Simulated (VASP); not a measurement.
Wanted: the native input for a VASP 6.6.1 run.

| Quantity | Value |
| --- | --- |
| Task | single point |
| Functional | PBE |
| Dispersion | D3(BJ) |
| Potentials or basis | VASP PAW PBE potentials, release 64 (C) |
| Cutoff | 520 eV |
| k mesh | 7 × 11 × 3 |
| Occupations | gaussian, width 0.05 eV |
| Spin | no spin polarisation |
| Dipole correction | no |
| Further INCAR settings | ALGO = Normal; EDIFF = 1e-06; NBANDS = 31 |

The structure of C lies in POSCAR:

```
C
1.0
    0.0000000000      1.4231463890     -3.3609366400
   -2.4649618524      0.0000000000      0.0000000000
    0.8216539508     12.4622726282      1.4179835136
C
10
Direct
   -0.0010240022      1.6360448259      0.7081344776
    0.7231858604      0.4181501492      0.0544504475
    0.7921333947      0.9726238183      0.2178714550
   -0.1389190709      0.5270974875      0.3812924625
   -0.0699715365      1.0815711567      0.5447134701
    0.7457616740      0.9363235200      0.1089705600
   -0.1852907917      0.4907971892      0.2723915676
   -0.1163432573      1.0452708584      0.4358125751
   -0.0473957230      0.5997445275      0.5992335826
    0.0215518114      1.1542181967      0.7626545901
```

The input as run:

INCAR

```
PREC = Accurate
ENCUT = 520
EDIFF = 1E-6
ISMEAR = 0
SIGMA = 0.05
LREAL = False
LASPH = True
NELM = 80
ALGO = Normal
ISIF = 2
LWAVE = False
LCHARG = False
GGA = PE
IVDW = 12
NBANDS = 31
```

KPOINTS

```
regular mesh
0
Gamma
  7 11 3
```

Potentials or basis: VASP PAW PBE potentials, release 64 (C).

Launch:

```console
$ cat potpaw_PBE.64/C/POTCAR > POTCAR
$ mpirun -np 1 vasp_std > vasp.out
```

Results of the run:

* Pressure: -1.3 GPa
* Largest force: 2.415 eV/Å
* Band gap on the k mesh: 0.03 eV, indirect (least direct gap 0.05 eV)
* Dispersion energy per atom: -0.138 eV

Caveat: forces of over 1 eV/Å act on the atoms, so gaps and moduli don't describe the material at rest.

Run time: 12 min on 1 thread of Oxide Virtual Turin-like Processor (shared host), peak memory 0.35 GiB.
